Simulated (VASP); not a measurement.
# CaS (a.bA) (Fm-3m) in VASP: notebook

CaS (a.bA) is run at these levels: PBEsol; tasks: single point.

All numbers are computed with VASP 6.6.1; they aren't measurements. Logs are shortened: lines on timing, memory, paths and dates and some standing lists are left out, and cuts for length are marked.

## 1. The cell of the first run

Symmetry: Fm-3m, No. 225, cubic system. Conventional cell: a = 5.650 Å, b = 5.650 Å, c = 5.650 Å, α = 90.00°, β = 90.00°, γ = 90.00°. Within 3.7 Å of Ca (site symmetry m-3m) lie 6 S at 2.83 Å. S (site symmetry m-3m) has 6 Ca at 2.83 Å within 3.7 Å.

## 2. Single point, PBEsol

INCAR reads:

```
PREC = Accurate ; ENCUT = 500
EDIFF = 1E-6 ; ISMEAR = 0
SIGMA = 0.1 ; LREAL = F
LASPH = T ; NELM = 120
ALGO = Normal ; ISIF = 2
LWAVE = F ; LCHARG = T
GGA = PS ; LELF = T
LVHAR = T ; NBANDS = 15
GGA_COMPAT = F
```

KPOINTS reads:

```
Automatic mesh
0
Gamma
  6 6 6
```

POSCAR reads:

```
CaS
1.0
    0.0000000000      2.8250000000      2.8250000000
    2.8250000000      0.0000000000      2.8250000000
    2.8250000000      2.8250000000      0.0000000000
Ca S
1 1
Direct
    0.0000000000      0.0000000000      0.0000000000
    0.5000000000      0.5000000000      0.5000000000
```

Potentials or basis: VASP PAW PBE potentials, release 64 (Ca_sv, S).

The run is started by

```sh
$ cat potpaw_PBE.64/Ca_sv/POTCAR potpaw_PBE.64/S/POTCAR > POTCAR
$ mpirun -np 1 vasp_std > vasp.out
```

OUTCAR:

```text
PREC = Accurate
   ENCUT = 500
   EDIFF = 1E-6
   ISMEAR = 0
   LREAL = F
   LASPH = T
   NELM = 120
   ISIF = 2
   GGA = PS

 ion  position               nearest neighbor table
   1  0.000  0.000  0.000-   2 2.83   2 2.83   2 2.83   2 2.83   2 2.83   2 2.83
   2  0.500  0.500  0.500-   1 2.83   1 2.83   1 2.83   1 2.83   1 2.83   1 2.83

  LATTYP: Found a face centered cubic cell.
 ALAT       =     5.6500000000

  Lattice vectors:

 A1 = (   0.0000000000,   2.8250000000,   2.8250000000)
 A2 = (   2.8250000000,   0.0000000000,   2.8250000000)
 A3 = (   2.8250000000,   2.8250000000,   0.0000000000)

Analysis of symmetry for initial positions (statically):
=====================================================================
 Subroutine PRICEL returns:
 Original cell was already a primitive cell.

 Routine SETGRP: Setting up the symmetry group for a
 face centered cubic supercell.

 Subroutine GETGRP returns: Found 48 space group operations
 (whereof 48 operations were pure point group operations)
 out of a pool of 48 trial point group operations.

The static configuration has the point symmetry O_h .

Analysis of symmetry for dynamics (positions and initial velocities):
=====================================================================
 Subroutine PRICEL returns:
 Original cell was already a primitive cell.

 Routine SETGRP: Setting up the symmetry group for a
 face centered cubic supercell.

 Subroutine GETGRP returns: Found 48 space group operations
 (whereof 48 operations were pure point group operations)
 out of a pool of 48 trial point group operations.

The dynamic configuration has the point symmetry O_h .

 Subroutine INISYM returns: Found 48 space group operations
 (whereof 48 operations are pure point group operations),
 and found     1 'primitive' translations

----------------------------------------------------------------------------------------

                                     Primitive cell

  volume of cell :      45.0905

  direct lattice vectors                    reciprocal lattice vectors
     0.000000000  2.825000000  2.825000000    -0.176991150  0.176991150  0.176991150
     2.825000000  0.000000000  2.825000000     0.176991150 -0.176991150  0.176991150
     2.825000000  2.825000000  0.000000000     0.176991150  0.176991150 -0.176991150

  length of vectors
     3.995153314  3.995153314  3.995153314     0.306557665  0.306557665  0.306557665

  position of ions in fractional coordinates (direct lattice)
     0.000000000  0.000000000  0.000000000
     0.500000000  0.500000000  0.500000000

  ion indices of the primitive-cell ions
   primitive index   ion index
                 1           1
                 2           2

----------------------------------------------------------------------------------------

 KPOINTS: Automatic mesh

Automatic generation of k-mesh.
 Grid dimensions read from file:
 generate k-points for:    6    6    6

 Generating k-lattice:

  Cartesian coordinates                     Fractional coordinates (reciprocal lattice)
    -0.029498525  0.029498525  0.029498525     0.166666667  0.000000000  0.000000000
     0.029498525 -0.029498525  0.029498525     0.000000000  0.166666667  0.000000000
     0.029498525  0.029498525 -0.029498525     0.000000000  0.000000000  0.166666667

  Length of vectors
     0.051092944  0.051092944  0.051092944

  Shift w.r.t. Gamma in fractional coordinates (k-lattice)
     0.000000000  0.000000000  0.000000000

 Subroutine IBZKPT returns following result:
 ===========================================

 Found     16 irreducible k-points:

 Following reciprocal coordinates:
            Coordinates               Weight
  0.000000  0.000000  0.000000      1.000000
  0.166667  0.000000  0.000000      8.000000
  0.333333  0.000000  0.000000      8.000000
  0.500000  0.000000  0.000000      4.000000
  0.166667  0.166667  0.000000      6.000000
  0.333333  0.166667  0.000000     24.000000
[... 8 lines left out ...]
 -0.333333  0.333333  0.166667     24.000000
 -0.333333  0.500000  0.166667     12.000000
   k-points           NKPTS =     16   k-points in BZ     NKDIM =     16   number of bands    NBANDS=     15
   number of dos      NEDOS =    301   number of ions     NIONS =      2
   total plane-waves  NPLWV =  27000
   dimension x,y,z NGX =    30 NGY =   30 NGZ =   30
   dimension x,y,z NGXF=    60 NGYF=   60 NGZF=   60
   ions per type =               1   1
   NGX,Y,Z   is equivalent  to a cutoff of  12.48, 12.48, 12.48 a.u.
   NGXF,Y,Z  is equivalent  to a cutoff of  24.97, 24.97, 24.97 a.u.
 SYSTEM =  unknown system
   PREC   = accura    normal or accurate (medium, high low for compatibility)
   ISTART =      0    job   : 0-new  1-cont  2-samecut
   ICHARG =      2    charge: 1-file 2-atom 10-const
   ISPIN  =      1    spin polarized calculation?
   LNONCOLLINEAR =      F non collinear calculations
   LSORBIT =      F    spin-orbit coupling
   LASPH  =      T    aspherical Exc in radial PAW
   ENCUT  =  500.0 eV  36.75 Ry    6.06 a.u.   7.28  7.28  7.28*2*pi/ulx,y,z
   NELM   =    120;   NELMIN=  2; NELMDL= -5     # of ELM steps
   EDIFF  = 0.1E-05   stopping-criterion for ELM
   LREAL  =      F    real-space projection
   EDIFFG = 0.1E-04   stopping-criterion for IOM
   NSW    =      0    number of steps for IOM
   IBRION =     -1    ionic relax: 0-MD 1-quasi-New 2-CG
   NFREE  =      0    steps in history (QN), initial steepest desc. (CG)
   ISIF   =      2    stress and relaxation
   ISYM   =      2    0-nonsym 1-usesym 2-fastsym
   POTIM  = 0.5000    time-step for ionic-motion
   TEBEG  =    0.0;   TEEND  =   0.0 temperature during run
   PSTRESS=    0.0 pullay stress
   NELECT =      16.0000    total number of electrons
   NUPDOWN=      -1.0000    fix difference up-down
   EMIN   =  10.00;   EMAX   =-10.00  energy-range for DOS
   EFERMI =   0.00;   METHOD = LEGACY
   ISMEAR =     0;   SIGMA  =   0.10  broadening in eV -4-tet -1-fermi 0-gaus
   EFERMI_NEDOS =   21; number of points for ismear=-14 and -15
   IALGO  =     38    algorithm
   IMIX   =      4    mixing-type and parameters
     AMIX     =   0.40;   BMIX     =  1.00
     AMIX_MAG =   1.60;   BMIX_MAG =  1.00
  volume/ion in A,a.u.               =      22.55       152.14
  Fermi-wavevector in a.u.,A,eV,Ry     =   1.159008  2.190207 18.276695  1.343299
  Thomas-Fermi vector in A             =   2.295605
   LORBIT       =      0    0 simple, 1 ext, 2 COOP (PROOUT), +10 PAW based schemes
   GGA     = PS    functional components
   LHFCALC =     F    Hartree Fock is set to
   AEXX    =    0.0000 exact exchange contribution
   IVDW    =     0    specifies the selected vdW correction
   LEPSILON=     F    determine dielectric tensor
   LRPA    =     F    only Hartree local field effects (RPA)
 non-spin polarized calculation
 Gauss-broadening in eV      SIGMA  =   0.10
  energy-cutoff  :      500.00
  volume of cell :       45.09
 maximum number of plane-waves:      1167
 NGX is ok and might be reduce to    30
   NGX = 15   NGY = 15   NGZ = 15

 number of electron      16.0000001 magnetization

 Free energy of the ion-electron system (eV)
  ---------------------------------------------------
  ext. energy  EPLUGINS =         0.00000000
  ---------------------------------------------------
  free energy    TOTEN  =       -10.91532354 eV

  energy without entropy =      -10.91532354  energy(sigma->0) =      -10.91532354

 E-fermi :   3.2388     XC(G=0):  -9.6096

 val. band max:        2.8210766166   @ k =   0.0000   0.0000   0.0000
 cond. band min:       4.9958016045   @ k =   0.5000   0.5000   0.0000
 fundamental gap:      2.1747249878
 Fermi energy:         3.2388468879

 k-point     1 :       0.0000    0.0000    0.0000
  band No.  band energies     occupation
      1     -36.0945      2.00000
      2     -17.1596      2.00000
      3     -17.1596      2.00000
      4     -17.1596      2.00000
      5      -8.5894      2.00000
      6       2.8211      2.00000
      7       2.8211      2.00000
      8       2.8211      2.00000
      9       6.8995      0.00000
     10       6.8995      0.00000
     11       6.8995      0.00000
     12       6.9380      0.00000
     13       7.5495      0.00000
     14       7.5495      0.00000
     15      13.5114      0.00000

 k-point     2 :       0.1667    0.0000    0.0000
  band No.  band energies     occupation
      1     -36.0912      2.00000
      2     -17.2097      2.00000
      3     -17.1634      2.00000
      4     -17.1634      2.00000
      5      -8.3875      2.00000
      6       1.7209      2.00000
      7       2.4268      2.00000
      8       2.4268      2.00000
      9       6.9065      0.00000
     10       7.3082      0.00000
     11       7.3082      0.00000
     12       8.2050      0.00000
     13       8.2883      0.00000
     14       8.2883      0.00000
     15      13.7004      0.00000

 k-point     3 :       0.3333    0.0000    0.0000
  band No.  band energies     occupation
      1     -36.0844      2.00000
      2     -17.3066      2.00000
      3     -17.1709      2.00000
      4     -17.1709      2.00000
      5      -7.9483      2.00000
      6       0.2088      2.00000
      7       1.8337      2.00000
      8       1.8337      2.00000
      9       7.2618      0.00000
     10       8.2868      0.00000
     11       8.2868      0.00000
     12       9.5193      0.00000
     13       9.8716      0.00000
     14       9.8716      0.00000
     15      13.1436      0.00000
[... 199 lines left out ...]
 k-point    15 :      -0.3333    0.3333    0.1667
  band No.  band energies     occupation
      1     -36.0778      2.00000
      2     -17.2946      2.00000
      3     -17.2375      2.00000
      4     -17.2019      2.00000
      5      -7.7711      2.00000
      6       0.3829      2.00000
      7       1.0925      2.00000
      8       1.5138      2.00000
      9       7.6647      0.00000
     10       7.7943      0.00000
     11       9.3474      0.00000
     12       9.5175      0.00000
     13       9.5486      0.00000
     14      11.5237      0.00000
     15      12.2813      0.00000

 k-point    16 :      -0.3333    0.5000    0.1667
  band No.  band energies     occupation
      1     -36.0768      2.00000
      2     -17.2796      2.00000
      3     -17.2368      2.00000
      4     -17.2246      2.00000
      5      -7.8271      2.00000
      6       0.6690      2.00000
      7       1.3437      2.00000
      8       1.3690      2.00000
      9       6.3851      0.00000
     10       8.7382      0.00000
     11       8.7394      0.00000
     12       9.4254      0.00000
     13       9.6967      0.00000
     14      10.7410      0.00000
     15      12.8628      0.00000

------------------------ aborting loop because EDIFF is reached ----------------------------------------

  FORCE on cell =-STRESS in cart. coord.  units (eV):
  Direction    XX          YY          ZZ          XY          YZ          ZX
  --------------------------------------------------------------------------------------
  -------------------------------------------------------------------------------------
  Total       -0.0982869     -0.0982869     -0.0982869      0.0000000      0.0000000     -0.0000000
  in kB       -3.4923740     -3.4923740     -3.4923740      0.0000000      0.0000000     -0.0000000
  external PRESSURE =      -3.4923740 kB  Pullay stress =       0.0000000 kB

 VOLUME and BASIS-vectors are now :
 -----------------------------------------------------------------------------
  energy-cutoff  :      500.00
  volume of cell :       45.09
      direct lattice vectors                 reciprocal lattice vectors
     0.000000000  2.825000000  2.825000000    -0.176991150  0.176991150  0.176991150
     2.825000000  0.000000000  2.825000000     0.176991150 -0.176991150  0.176991150
     2.825000000  2.825000000  0.000000000     0.176991150  0.176991150 -0.176991150

 POSITION                                       TOTAL-FORCE (eV/Angst)
 -----------------------------------------------------------------------------------
      0.00000      0.00000      0.00000         0.000000      0.000000      0.000000
      2.82500      2.82500      2.82500         0.000000     -0.000000     -0.000000
 -----------------------------------------------------------------------------------
    total drift:                               -0.000000      0.000000      0.000000

  FREE ENERGIE OF THE ION-ELECTRON SYSTEM (eV)
  ---------------------------------------------------
  free  energy   TOTEN  =       -10.9153235420 eV

  energy  without entropy=      -10.9153235420  energy(sigma->0) =      -10.91532354
```

Run time: 9.5 s. Hardware: 1 thread of Intel Xeon 6975P-C (Granite Rapids), shared host; peak memory 0.16 GiB.

What came out:

```yaml
Free_energy: -10.9153 eV
Pressure: -0.3 GPa
Band_gap_on_the_k_mesh: 2.17 eV, indirect (least direct gap 3.01 eV)
```

Caveat: the PAW data sets were made with another functional, which shifts forces and pressure a little. A k mesh can miss the band edges.

## 3. Single point, PBEsol

This run uses another cell than the first one, of 22.34 Å³/atom, 0.991 times its volume.

INCAR reads:

```
PREC = Accurate
ENCUT = 500
EDIFF = 1E-6
ISMEAR = 0
SIGMA = 0.02
LREAL = False
LASPH = True
NELM = 120
ALGO = Normal
ISIF = 2
LWAVE = False
LCHARG = True
GGA = PS
LELF = True
LVHAR = True
NBANDS = 15
GGA_COMPAT = False
```

KPOINTS reads:

```
regular mesh
0
Gamma
  8 8 8
```

POSCAR reads:

```
CaS
1.0
    0.0000000000      2.8163668930      2.8163668930
    2.8163668930      0.0000000000      2.8163668930
    2.8163668930      2.8163668930      0.0000000000
Ca S
1 1
Direct
    0.0000000000      0.0000000000      0.0000000000
    0.5000000000      0.5000000000      0.5000000000
```

Potentials or basis: VASP PAW PBE potentials, release 64 (Ca_sv, S).

The run is started by

```sh
$ cat potpaw_PBE.64/Ca_sv/POTCAR potpaw_PBE.64/S/POTCAR > POTCAR
$ mpirun -np 1 vasp_std > vasp.out
```

It took 13 s on 1 thread of Intel Xeon 6975P-C (Granite Rapids), shared host; peak memory 0.17 GiB.

Results (log left out):

| Quantity | Value |
| --- | --- |
| Free energy | -10.9160 eV |
| Pressure | 0.2 GPa |
| Band gap on the k mesh | 2.15 eV, indirect (least direct gap 3.00 eV) |

Levels at points of the mesh, in eV from the valence-band top:
```tsv
k point	band 6	band 7	band 8	band 9	band 10	band 11
(0.00, 0.00, 0.00)	0.00	0.00	0.00	4.08	4.08	4.08
(0.50, 0.00, 0.00)	-3.28	-1.25	-1.25	5.12	6.12	6.27
(0.50, 0.50, 0.00)	-2.39	-0.84	-0.84	2.15	5.64	6.05
```

Caveat: the PAW data sets were made with another functional, which shifts forces and pressure a little. A k mesh can miss the band edges.

(Continued in part 2 of 2.)
